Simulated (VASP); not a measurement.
# ZrSi2 (Cmcm) in VASP: single point with PBE

Aim: the single point of ZrSi2 with PBE.

Program: VASP 6.6.1. These are calculated values, not measurements. Logs are shortened: lines on timing, memory, paths and dates and some standing lists are left out, and cuts for length are marked.

## Step 1: The cell of the first run

The structure is orthorhombic, space group Cmcm (No. 63). The conventional cell has a = 3.705 Å, b = 14.788 Å, c = 3.679 Å, α = 90.00°, β = 90.00°, γ = 90.00°. Within 3.8 Å of Zr (site symmetry m2m) lie 10 Si at 2.72 to 2.99 Å and 6 Zr at 3.62 to 3.71 Å. Within 3.2 Å of Si (site symmetry m2m) lie 2 Si at 2.42 Å and 6 Zr at 2.72 to 2.99 Å. Si (site symmetry m2m) has 8 Si at 2.61 to 3.46 Å and 4 Zr at 2.82 to 2.83 Å within 3.5 Å.

## Step 2: Single point, PBE

Contents of INCAR:

```
ALGO = Normal ; EDIFF = 1E-6
ENCUT = 520 ; GGA = PE
ISIF = 2 ; ISMEAR = 0
ISYM = 0 ; LASPH = True
LCHARG = False ; LREAL = False
LWAVE = False ; NBANDS = 29
NELM = 60 ; PREC = Accurate
SIGMA = 0.1
```

Contents of KPOINTS:

```
k-points
0
Gamma
  9 9 5
```

Contents of POSCAR:

```
ZrSi2
1.0
    3.6790720094      0.0000000000      0.0000000000
    0.0000000000      3.7051806658      0.0000000000
    0.0000000000      1.8525903329      7.3940131376
Zr Si
2 4
Direct
    0.2500000000      0.8946665374      0.2106669252
    0.7500000000      0.1053334626      0.7893330748
    0.2500000000      0.5530999443      0.8938001113
    0.7500000000      0.4469000557      0.1061998887
    0.2500000000      0.2503123054      0.4993753891
    0.7500000000      0.7496876946      0.5006246109
```

Potentials or basis: VASP PAW PBE potentials, release 64 (Zr_sv, Si).

Command:

```
> cat potpaw_PBE.64/Zr_sv/POTCAR potpaw_PBE.64/Si/POTCAR > POTCAR
> mpirun -np 1 vasp_std > vasp.out
```

OUTCAR:

```text
EDIFF = 1E-6
   ENCUT = 520
   GGA = PE
   ISIF = 2
   ISMEAR = 0
   ISYM = 0
   LASPH = True
   LREAL = False
   NELM = 60
   PREC = Accurate

 ion  position               nearest neighbor table
   1  0.250  0.895  0.211-   4 2.72   4 2.72   4 2.72   4 2.72   6 2.82   6 2.82   5 2.83   5 2.83
                             3 2.99   3 2.99   2 3.62   2 3.62
   2  0.750  0.105  0.789-   3 2.72   3 2.72   3 2.72   3 2.72   5 2.82   5 2.82   6 2.83   6 2.83
                             4 2.99   4 2.99   1 3.62   1 3.62
   3  0.250  0.553  0.894-   4 2.42   4 2.42   2 2.72   2 2.72   2 2.72   2 2.72   1 2.99   1 2.99

   4  0.750  0.447  0.106-   3 2.42   3 2.42   1 2.72   1 2.72   1 2.72   1 2.72   2 2.99   2 2.99

   5  0.250  0.250  0.499-   6 2.61   6 2.61   6 2.61   6 2.61   2 2.82   2 2.82   1 2.83   1 2.83

   6  0.750  0.750  0.501-   5 2.61   5 2.61   5 2.61   5 2.61   1 2.82   1 2.82   2 2.83   2 2.83

IMPORTANT INFORMATION: All symmetrisations will be switched off!
NOSYMM: (Re-)initialisation of all symmetry stuff for point group C_1.

----------------------------------------------------------------------------------------

                                     Primitive cell

  volume of cell :     100.7924

  direct lattice vectors                    reciprocal lattice vectors
     3.679072009  0.000000000  0.000000000     0.271807673  0.000000000  0.000000000
     0.000000000  3.705180666  0.000000000     0.000000000  0.269892372 -0.067622276
     0.000000000  1.852590333  7.394013138     0.000000000  0.000000000  0.135244553

  length of vectors
     3.679072009  3.705180666  7.622566577     0.271807673  0.278234910  0.135244553

  position of ions in fractional coordinates (direct lattice)
     0.250000000  0.894666537  0.210666925
     0.750000000  0.105333463  0.789333075
     0.250000000  0.553099944  0.893800111
     0.750000000  0.446900056  0.106199889
     0.250000000  0.250312305  0.499375389
     0.750000000  0.749687695  0.500624611

  ion indices of the primitive-cell ions
   primitive index   ion index
                 1           1
                 2           2
                 3           3
                 4           4
                 5           5
                 6           6

----------------------------------------------------------------------------------------

 KPOINTS: k-points

Automatic generation of k-mesh.
 Grid dimensions read from file:
 generate k-points for:    9    9    5

 Generating k-lattice:

  Cartesian coordinates                     Fractional coordinates (reciprocal lattice)
     0.030200853  0.000000000  0.000000000     0.111111111  0.000000000  0.000000000
     0.000000000  0.029988041 -0.007513586     0.000000000  0.111111111  0.000000000
     0.000000000  0.000000000  0.027048911     0.000000000  0.000000000  0.200000000

  Length of vectors
     0.030200853  0.030914990  0.027048911

  Shift w.r.t. Gamma in fractional coordinates (k-lattice)
     0.000000000  0.000000000  0.000000000

 -----------------------------------------------------------------------------
|                                                                             |
|           W    W    AA    RRRRR   N    N  II  N    N   GGGG   !!!           |
|           W    W   A  A   R    R  NN   N  II  NN   N  G    G  !!!           |
|           W    W  A    A  R    R  N N  N  II  N N  N  G       !!!           |
|           W WW W  AAAAAA  RRRRR   N  N N  II  N  N N  G  GGG   !            |
|           WW  WW  A    A  R   R   N   NN  II  N   NN  G    G                |
|           W    W  A    A  R    R  N    N  II  N    N   GGGG   !!!           |
|                                                                             |
|     Your reciprocal lattice and k-lattice belong to different lattice       |
|     classes:                                                                |
|                                                                             |
|        The reciprocal lattice is base centered orthorhombic,                |
|        whereas your k-lattice is simple monoclinic.                         |
|                                                                             |
|     Results are often still useful ...                                      |
|                                                                             |
 -----------------------------------------------------------------------------

 WARNING: IBZKPT: internal override: KBLOWUP is changed to .FALSE.
      ... skipping the blow-up phase ...

 Subroutine IBZKPT returns following result:
 ===========================================

 Found    203 irreducible k-points:

 Following reciprocal coordinates:
            Coordinates               Weight
  0.000000  0.000000  0.000000      1.000000
  0.111111  0.000000  0.000000      2.000000
  0.222222  0.000000  0.000000      2.000000
  0.333333  0.000000  0.000000      2.000000
  0.444444  0.000000  0.000000      2.000000
  0.000000  0.111111  0.000000      2.000000
[... 16 lines left out ...]
 -0.111111  0.222222 -0.000000      2.000000
  0.000000  0.333333  0.000000      2.000000
 [... further k-points ...]
   k-points           NKPTS =    203   k-points in BZ     NKDIM =    203   number of bands    NBANDS=     29
   number of dos      NEDOS =    301   number of ions     NIONS =      6
   total plane-waves  NPLWV =  47040
   dimension x,y,z NGX =    28 NGY =   28 NGZ =   60
   dimension x,y,z NGXF=    56 NGYF=   56 NGZF=  120
   ions per type =               2   4
   NGX,Y,Z   is equivalent  to a cutoff of  12.65, 12.56, 13.09 a.u.
   NGXF,Y,Z  is equivalent  to a cutoff of  25.30, 25.13, 26.17 a.u.
 SYSTEM =  unknown system
   PREC   = accura    normal or accurate (medium, high low for compatibility)
   ISTART =      0    job   : 0-new  1-cont  2-samecut
   ICHARG =      2    charge: 1-file 2-atom 10-const
   ISPIN  =      1    spin polarized calculation?
   LNONCOLLINEAR =      F non collinear calculations
   LSORBIT =      F    spin-orbit coupling
   LASPH  =      T    aspherical Exc in radial PAW
   ENCUT  =  520.0 eV  38.22 Ry    6.18 a.u.   6.84  6.89 14.17*2*pi/ulx,y,z
   NELM   =     60;   NELMIN=  2; NELMDL= -5     # of ELM steps
   EDIFF  = 0.1E-05   stopping-criterion for ELM
   LREAL  =      F    real-space projection
   EDIFFG = 0.1E-04   stopping-criterion for IOM
   NSW    =      0    number of steps for IOM
   IBRION =     -1    ionic relax: 0-MD 1-quasi-New 2-CG
   NFREE  =      0    steps in history (QN), initial steepest desc. (CG)
   ISIF   =      2    stress and relaxation
   ISYM   =      0    0-nonsym 1-usesym 2-fastsym
   POTIM  = 0.5000    time-step for ionic-motion
   TEBEG  =    0.0;   TEEND  =   0.0 temperature during run
   PSTRESS=    0.0 pullay stress
   NELECT =      40.0000    total number of electrons
   NUPDOWN=      -1.0000    fix difference up-down
   EMIN   =  10.00;   EMAX   =-10.00  energy-range for DOS
   EFERMI =   0.00;   METHOD = LEGACY
   ISMEAR =     0;   SIGMA  =   0.10  broadening in eV -4-tet -1-fermi 0-gaus
   EFERMI_NEDOS =   21; number of points for ismear=-14 and -15
   IALGO  =     38    algorithm
   IMIX   =      4    mixing-type and parameters
     AMIX     =   0.40;   BMIX     =  1.00
     AMIX_MAG =   1.60;   BMIX_MAG =  1.00
  volume/ion in A,a.u.               =      16.80       113.36
  Fermi-wavevector in a.u.,A,eV,Ry     =   1.203055  2.273445 19.692279  1.447342
  Thomas-Fermi vector in A             =   2.338819
   LORBIT       =      0    0 simple, 1 ext, 2 COOP (PROOUT), +10 PAW based schemes
   GGA     = PE    functional components
   LHFCALC =     F    Hartree Fock is set to
   AEXX    =    0.0000 exact exchange contribution
   IVDW    =     0    specifies the selected vdW correction
   LEPSILON=     F    determine dielectric tensor
   LRPA    =     F    only Hartree local field effects (RPA)
 non-spin polarized calculation
 Gauss-broadening in eV      SIGMA  =   0.10
  energy-cutoff  :      520.00
  volume of cell :      100.79
 maximum number of plane-waves:      2734
   NGX = 13   NGY = 13   NGZ = 29

 number of electron      40.0000000 magnetization

 Free energy of the ion-electron system (eV)
  ---------------------------------------------------
  ext. energy  EPLUGINS =         0.00000000
  ---------------------------------------------------
  free energy    TOTEN  =       -42.71986946 eV

  energy without entropy =      -42.71266096  energy(sigma->0) =      -42.71626521

 E-fermi :   9.9911     XC(G=0): -11.2516

 val. band max:        9.9758601884   @ k =   0.0000   0.2222   0.4000
 cond. band min:       9.9930204329   @ k =  -0.1111  -0.2222   0.2000
 fundamental gap:      0.0171602445
 Fermi energy:         9.9910659033

 k-point     1 :       0.0000    0.0000    0.0000
  band No.  band energies     occupation
      1     -38.8092      2.00000
      2     -38.7972      2.00000
      3     -17.0382      2.00000
      4     -16.8992      2.00000
      5     -16.8776      2.00000
      6     -16.8776      2.00000
[... 21 lines left out ...]
     28      12.8595      0.00000
     29      13.9551      0.00000

 k-point     2 :       0.1111    0.0000    0.0000
  band No.  band energies     occupation
      1     -38.8077      2.00000
      2     -38.7964      2.00000
      3     -17.0322      2.00000
      4     -16.8964      2.00000
      5     -16.8903      2.00000
      6     -16.8761      2.00000
[... 21 lines left out ...]
     28      13.1223      0.00000
     29      13.9176      0.00000

 k-point     3 :       0.2222    0.0000    0.0000
  band No.  band energies     occupation
      1     -38.8039      2.00000
      2     -38.7946      2.00000
      3     -17.0179      2.00000
      4     -16.9349      2.00000
      5     -16.8893      2.00000
      6     -16.8818      2.00000
[... 21 lines left out ...]
     28      13.7413      0.00000
     29      13.7614      0.00000

 k-point     4 :       0.3333    0.0000    0.0000
  band No.  band energies     occupation
      1     -38.7991      2.00000
      2     -38.7930      2.00000
      3     -17.0113      2.00000
      4     -16.9894      2.00000
      5     -16.9240      2.00000
      6     -16.8831      2.00000
[... 21 lines left out ...]
     28      13.5976      0.00000
     29      13.8832      0.00000

 k-point     5 :       0.4444    0.0000    0.0000
  band No.  band energies     occupation
      1     -38.7951      2.00000
      2     -38.7928      2.00000
      3     -17.0264      2.00000
      4     -17.0245      2.00000
      5     -16.9220      2.00000
      6     -16.9018      2.00000
[... 21 lines left out ...]
     28      12.9871      0.00000
     29      13.9210      0.00000
[... 510 lines left out ...]
     28      13.9246      0.00000
     29      14.7955      0.00000

 k-point    22 :      -0.2222    0.2222   -0.0000
  band No.  band energies     occupation
      1     -38.8001      2.00000
      2     -38.7911      2.00000
      3     -17.0048      2.00000
      4     -16.9631      2.00000
      5     -16.9410      2.00000
      6     -16.9267      2.00000
[... 21 lines left out ...]
     28      14.0064      0.00000
     29      14.1170      0.00000

 k-point    23 :      -0.1111    0.2222   -0.0000
  band No.  band energies     occupation
      1     -38.8039      2.00000
      2     -38.7929      2.00000
      3     -17.0177      2.00000
      4     -16.9725      2.00000
      5     -16.9453      2.00000
      6     -16.8846      2.00000
[... 21 lines left out ...]
     28      13.6637      0.00000
     29      13.7353      0.00000

 k-point    24 :       0.0000    0.3333    0.0000
  band No.  band energies     occupation
      1     -38.8022      2.00000
      2     -38.7907      2.00000
      3     -17.0397      2.00000
      4     -17.0099      2.00000
      5     -17.0018      2.00000
      6     -16.8691      2.00000
[... 21 lines left out ...]
     28      13.2395      0.00000
     29      14.4248      0.00000

 [... further k-points ...]

------------------------ aborting loop because EDIFF is reached ----------------------------------------

  FORCE on cell =-STRESS in cart. coord.  units (eV):
  Direction    XX          YY          ZZ          XY          YZ          ZX
  --------------------------------------------------------------------------------------
  -------------------------------------------------------------------------------------
  Total        0.0738016     -0.0119309     -0.0126293     -0.0000001     -0.0131554      0.0000093
  in kB        1.1731359     -0.1896511     -0.2007526     -0.0000023     -0.2091165      0.0001486
  external PRESSURE =       0.2609108 kB  Pullay stress =       0.0000000 kB

 VOLUME and BASIS-vectors are now :
 -----------------------------------------------------------------------------
  energy-cutoff  :      520.00
  volume of cell :      100.79
      direct lattice vectors                 reciprocal lattice vectors
     3.679072009  0.000000000  0.000000000     0.271807673  0.000000000  0.000000000
     0.000000000  3.705180666  0.000000000     0.000000000  0.269892372 -0.067622276
     0.000000000  1.852590333  7.394013138     0.000000000  0.000000000  0.135244553

 POSITION                                       TOTAL-FORCE (eV/Angst)
 -----------------------------------------------------------------------------------
      0.91977      3.70518      1.55767         0.000002      0.001154      0.022365
      2.75930      1.85259      5.83634        -0.000001     -0.001156     -0.022953
      0.91977      3.70518      6.60877        -0.000001      0.002316      0.019012
      2.75930      1.85259      0.78524         0.000000     -0.002313     -0.019764
      0.91977      1.85259      3.69239        -0.000001     -0.003852     -0.002777
      2.75930      3.70518      3.70162         0.000000      0.003852      0.004117
 -----------------------------------------------------------------------------------
    total drift:                                0.000001      0.000001     -0.000290

  FREE ENERGIE OF THE ION-ELECTRON SYSTEM (eV)
  ---------------------------------------------------
  free  energy   TOTEN  =       -42.7198694615 eV

  energy  without entropy=      -42.7126609580  energy(sigma->0) =      -42.71626521
```

Run time: 3.6 min. Hardware: 1 thread of Intel Xeon 6975P-C (Granite Rapids), shared host; peak memory 0.54 GiB.

What came out:

* Free energy: -42.7199 eV
* Pressure: 0.0 GPa
* Largest force: 0.023 eV/Å
* Band gap on the k mesh: zero (bands 20 and 21 overlap by 0.79 eV)

Forces on the atoms (eV/Å):
```
Zr   0.000  0.001  0.022
Zr   0.000 -0.001 -0.023
Si   0.000  0.002  0.019
Si   0.000 -0.002 -0.020
Si   0.000 -0.004 -0.003
Si   0.000  0.004  0.004
```

Levels at points of the mesh, in eV from the Fermi level:
| k point | band 18 | band 19 | band 20 | band 21 | band 22 | band 23 |
| --- | --- | --- | --- | --- | --- | --- |
| (0.00, 0.00, 0.00) | -2.37 | -2.31 | -0.09 | 1.11 | 1.39 | 1.40 |
